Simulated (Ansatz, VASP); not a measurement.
## One calculation of ZnO, two programs

POSCAR

```
ZnO
1.0
    3.3068627298      0.0000000000      0.0000000000
   -1.6534313649      2.8638271308      0.0000000000
    0.0000000000      0.0000000000      4.3338377583
Zn O
2 2
Direct
    0.3333333333      0.6666666667      0.2500000000
    0.6666666667      0.3333333333      0.7500000000
    0.6666666667      0.3333333333      0.2500000000
    0.3333333333      0.6666666667      0.7500000000
```

File INCAR.step1:

```
SYSTEM = ZnO
ALGO = Normal
EDIFF = 1E-4
ENCUT = 520
GGA = PE
ISMEAR = 0
LASPH = .True.
LCHARG = .False.
LREAL = .False.
LWAVE = .True.
NBANDS = 26
NELM = 100
PREC = Accurate
SIGMA = 0.01
```

File INCAR.step2:

```
SYSTEM = ZnO
ALGO = Normal
EDIFF = 1E-6
ENCUT = 520
ISIF = 2
ISMEAR = 0
ISTART = 1
LASPH = .True.
LCHARG = .True.
LELF = .True.
LMIXTAU = .True.
LREAL = .False.
LVHAR = .True.
LWAVE = .False.
METAGGA = R2SCAN
NBANDS = 26
NELM = 100
PREC = Accurate
SIGMA = 0.01
```

KPOINTS

```
k-points
0
Gamma
  12 12 6
  0 0 0
```

Input for Ansatz:

```yaml
crystal:
  lattice:
    - [3.3068627298, 0.0, 0.0]
    - [-1.6534313649, 2.8638271308, 0.0]
    - [0.0, 0.0, 4.3338377583]
  atoms:
    - { symbol: Zn, position: [0.3333333333, 0.6666666667, 0.25] }
    - { symbol: Zn, position: [0.6666666667, 0.3333333333, 0.75] }
    - { symbol: O, position: [0.6666666667, 0.3333333333, 0.25] }
    - { symbol: O, position: [0.3333333333, 0.6666666667, 0.75] }
kpoints:
  mp_grid: { grid: [12, 12, 6] }
  band_path:
    path:
      - [0.0, 0.0, 0.0]
      - [0.5, 0.0, 0.0]
      - [0.3333333333, 0.3333333333, 0.0]
      - [0.0, 0.0, 0.5]
      - [0.5, 0.0, 0.5]
      - [0.3333333333, 0.3333333333, 0.5]
    npoints: 1
hamiltonian:
  xc: r2scan
scf:
  occupations: { method: fixed }
  n_extra_bands: 5
output:
  forces: true
  stress: true
  eigenvalues: true
```

Change from the starting cell: hydrostatic strain -3.2%.

Alike in both runs: task single point; functional r2SCAN; k mesh 12 × 12 × 6; no spin polarisation.

|  | VASP | Ansatz |
| --- | --- | --- |
| version | VASP 6.6.1 | Ansatz 0.2.0 |
| potentials or method | VASP PAW PBE potentials, release 64 (Zn, O) | plane waves, PAW |
| plane-wave cutoff (eV) | 520 | 500 |
| occupations | gaussian, width 0.01 eV | fixed |
| valence electrons in the cell | 36 | 36 |

Ansatz gave:

- gap on the k mesh at the Fermi level (eV): 1.73
- pressure (GPa): 19.4
- traceless stress, the component that is largest in VASP (GPa): -3.07

Q: Estimate VASP's values.

A: gap on the k mesh at the Fermi level (eV): 1.72; pressure (GPa): 21.2; traceless stress, the component that is largest in VASP (GPa): -3.34.

VASP's potentials were made for PBE, not for r2SCAN.
